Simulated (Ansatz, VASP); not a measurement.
Two plane-wave programs on KBr

```
CELL_PARAMETERS angstrom
0.00000 3.29250 3.19373
3.29250 0.00000 3.19373
3.29250 3.29250 0.00000
ATOMIC_POSITIONS crystal
K 0.00000 0.00000 0.00000
Br 0.50000 0.50000 0.50000
```

Change from the starting cell: strain +0.000 along x and y, -0.030 along z, atoms carried along.

Alike in both runs: task single point; functional r2SCAN; k mesh 6 × 6 × 6; occupations gaussian, width 0.05 eV; no spin polarisation.

|  | VASP | Ansatz |
| --- | --- | --- |
| version | VASP 6.6.1 | Ansatz 0.2.0 |
| potentials or method | VASP PAW PBE potentials, release 64 (K_sv, Br), cutoff 520 eV | scalar-relativistic, plane waves, PAW |
| valence electrons in the cell | 16 | 16 |

VASP gave:

| Property | Result |
| --- | --- |
| gap on the k mesh at the Fermi level (eV) | 5.17 |
| least direct gap on the mesh (eV) | 5.17 |
| pressure (GPa) | 0.8 |
| traceless stress, the component that is largest in VASP (GPa) | 0.92 |

Problem. Which values does Ansatz return?

Solution. gap on the k mesh at the Fermi level (eV): 5.17; least direct gap on the mesh (eV): 5.17; pressure (GPa): 0.8; traceless stress, the component that is largest in VASP (GPa): 0.91.

VASP's potentials were made for PBE, not for r2SCAN. With one functional, cell and mesh, what is left measures potentials, basis and numerics.
